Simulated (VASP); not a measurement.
Set up this calculation in VASP 6.6.1, as the native input.

```yaml
Task: single point
Functional: PBEsol
Potentials_or_basis: VASP PAW PBE potentials, release 64 (Sn_d, O)
Cutoff: 520 eV
k_mesh: 6 × 6 × 6
Occupations: gaussian, width 0.05 eV
Spin: no spin polarisation
Dipole_correction: no
Further_INCAR_settings: ALGO = Normal; EDIFF = 1e-06; NBANDS = 64
```

The structure of SnO2 lies in POSCAR:

```
SnO2
1.0
    3.2022504996      1.8488201880      4.9709601922
   -3.2022504996      1.8488201880      4.9709601922
    0.0000000000     -3.6976403759      4.9709601923
Sn O
4 8
Direct
    0.8646807174      0.8646807174      0.8646807174
    0.3648245829      0.3648245829      0.8648190111
    0.3648245829      0.8648190111      0.3648245829
    0.8648190111      0.3648245829      0.3648245829
    0.1235003534      0.6233501671      0.6233501671
    0.6233501671      0.1235003534      0.6233501671
    0.6233501671      0.6233501671      0.1235003534
    0.6062113146      0.6062113146      0.6062113146
    0.1234715296      0.1234715296      0.1234715296
    0.1060883083      0.1060883083      0.6062369573
    0.1060883083      0.6062369573      0.1060883083
    0.6062369573      0.1060883083      0.1060883083
```

These files were run (other wordings do the same):

INCAR

```
  PREC = Accurate
  ENCUT = 520
  EDIFF = 1E-6
  ISMEAR = 0
  SIGMA = 0.05
  LREAL = False
  LASPH = True
  NELM = 60
  ALGO = Normal
  ISIF = 2
  LWAVE = False
  LCHARG = False
  GGA = PS
  NBANDS = 64
```

KPOINTS

```
regular mesh
0
Gamma
  6 6 6
```

Potentials or basis: VASP PAW PBE potentials, release 64 (Sn_d, O).

Command:

```bash
$ cat potpaw_PBE.64/Sn_d/POTCAR potpaw_PBE.64/O/POTCAR > POTCAR
$ mpirun -np 1 vasp_std > vasp.out
```

It gave:

```json
{"Pressure": "-8.5 GPa", "Largest force": "1.414 eV/Å", "Band gap on the k mesh": "1.89 eV"}
```

Caveat: the cell stands under tension; the PAW data sets were made with another functional, which shifts forces and pressure a little; spin-orbit coupling is left out, which moves the levels of the heavy elements.

Run time: 3.6 min on 1 thread of Intel(R) Xeon(R) 6975P-C (Granite Rapids) (shared host), peak memory 0.47 GiB.
